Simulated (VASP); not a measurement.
Input of a VASP 6.6.1 run:

Contents of INCAR:

```
SYSTEM = Mg
  PREC = Accurate
  ENCUT = 520
  EDIFF = 1E-6
  ISMEAR = 0
  SIGMA = 0.1
  LREAL = .False.
  LASPH = .True.
  NELM = 80
  ALGO = Normal
  ISIF = 2
  LWAVE = .False.
  LCHARG = .True.
  GGA = PE
  LELF = .True.
  LVHAR = .True.
  NBANDS = 9
```

KPOINTS

```
Automatic mesh
0
Gamma
  15 15 8
  0 0 0
```

The input POSCAR:

```
Mg
1.0
    3.1696370291      0.0000000000      0.0000000000
   -1.5848185145      2.7449861880      0.0000000000
    0.0000000000      0.0000000000      5.4586022245
Mg
2
Direct
    0.3333333333      0.6666666667      0.2500000000
    0.6666666667      0.3333333333      0.7500000000
```

Potentials or basis: VASP PAW PBE potentials, release 64 (Mg).

The run is started by

```console
$ cat potpaw_PBE.64/Mg/POTCAR > POTCAR
$ mpirun -np 1 vasp_std > vasp.out
```

(1) Predict the band gap on the k mesh.

(2) Estimate the pressure.

Results:

(1) zero (band 2 reaches 3.37 eV, above the bottom of band 3 at 0.68 eV).

(2) -1.1 GPa.

Caveat: the cell differs from its parent crystal (strained).
